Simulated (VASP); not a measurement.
A run of VASP 6.6.1:

Contents of INCAR:

```
SYSTEM = AlFe
PREC = Accurate
ENCUT = 520
EDIFF = 1E-7
ISMEAR = 0
SIGMA = 0.15
LREAL = .FALSE.
LASPH = .TRUE.
NELM = 150
ALGO = Normal
ISIF = 2
LWAVE = .FALSE.
LCHARG = .FALSE.
ISPIN = 2
MAGMOM = 0 0.85
LORBIT = 11
LMAXMIX = 4
GGA = PE
NBANDS = 16
```

KPOINTS

```
regular mesh
0
G
  16 16 16
  0 0 0
```

Contents of POSCAR:

```
AlFe
1.0
    2.9100000000      0.0000000000      0.0000000000
    0.0000000000      2.9100000000      0.0000000000
    0.0000000000      0.0000000000      2.9100000000
Al Fe
1 1
Direct
    0.0000000000      0.0000000000      0.0000000000
    0.5000000000      0.5000000000      0.5000000000
```

Potentials or basis: VASP PAW PBE potentials, release 64 (Al, Fe).

Command:

```console
$ cat potpaw_PBE.64/Al/POTCAR potpaw_PBE.64/Fe/POTCAR > POTCAR
$ mpirun -np 1 vasp_std > vasp.out
```

Hardware: 1 thread of AMD EPYC 7R13 Processor (Zen 3) (shared host).

**Question.** Estimate the wall time of this run.

**Answer.** Run time: 3.4 min on 1 thread of AMD EPYC 7R13 Processor (Zen 3) (shared host), peak memory 0.19 GiB. Counts: scf iterations 15, k points 165.
